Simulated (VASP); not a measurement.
A run of VASP 6.6.1 is set up as follows.

Contents of INCAR:

```
ALGO = Normal ; EDIFF = 1E-6
ENCUT = 520 ; GGA = RP
ISIF = 2 ; ISMEAR = -1
LASPH = True ; LCHARG = True
LELF = True ; LREAL = False
LVHAR = True ; LWAVE = False
NBANDS = 15 ; NELM = 100
PREC = Accurate ; SIGMA = 0.1
```

Contents of KPOINTS:

```
k-points
0
Gamma
  13 13 13
```

POSCAR

```
TaN
1.0
    0.0000000000      2.1790000000      2.1790000000
    2.1790000000      0.0000000000      2.1790000000
    2.1790000000      2.1790000000      0.0000000000
Ta N
1 1
Direct
    0.5000000000      0.5000000000      0.5000000000
    0.0000000000      0.0000000000      0.0000000000
```

Potentials or basis: VASP PAW PBE potentials, release 64 (Ta_pv, N).

Run with:

```bash
$ cat potpaw_PBE.64/Ta_pv/POTCAR potpaw_PBE.64/N/POTCAR > POTCAR
$ mpirun -np 1 vasp_std > vasp.out
```

Task: Estimate the pressure.

Result: 20.4 GPa.

Task: Estimate the band gap on the k mesh.

Result: Zero (band 8 reaches 11.80 eV, above the bottom of band 9 at 7.79 eV).

Caveat: the PAW data sets were made with another functional, which shifts forces and pressure a little; spin-orbit coupling is left out, which moves the levels of the heavy elements.
